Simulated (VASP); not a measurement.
**B: single point with r2SCAN**

The system is B.

```xyz
1
Lattice="1.7089 0.0000 0.0000 -0.8545 1.4800 0.0000 0.0000 0.0000 3.4607" Properties=species:S:1:pos:R:3 pbc="T T T"
B     0.0000    0.0000    0.0000
```

```
Program             : VASP 6.6.1
Task                : single point
Functional          : r2SCAN
Potentials or basis : VASP PAW PBE potentials, release 64 (B)
Cutoff              : 520 eV
k mesh              : 17 × 17 × 7
Occupations         : methfessel-paxton, width 0.15 eV
Spin                : no spin polarisation
```

```yaml
Pressure: 0.9 GPa
```

Stress tensor (GPa, compression positive):
```
-0.65  0.00  0.00
 0.00 -0.65  0.00
 0.00  0.00  3.88
```

Levels at points of the mesh, in eV from the Fermi level:
| k point | band 1 | band 2 | band 3 | band 4 | band 5 |
| --- | --- | --- | --- | --- | --- |
| (0.00, 0.00, 0.00) | -18.25 | -6.70 | 3.06 | 26.61 | 26.61 |

Wall time 19 s on 1 thread of Intel(R) Xeon(R) 6975P-C (Granite Rapids), with other jobs on the host, peak memory 0.11 GiB.

Caveat: the PAW data sets were made with another functional, which shifts forces and pressure a little.
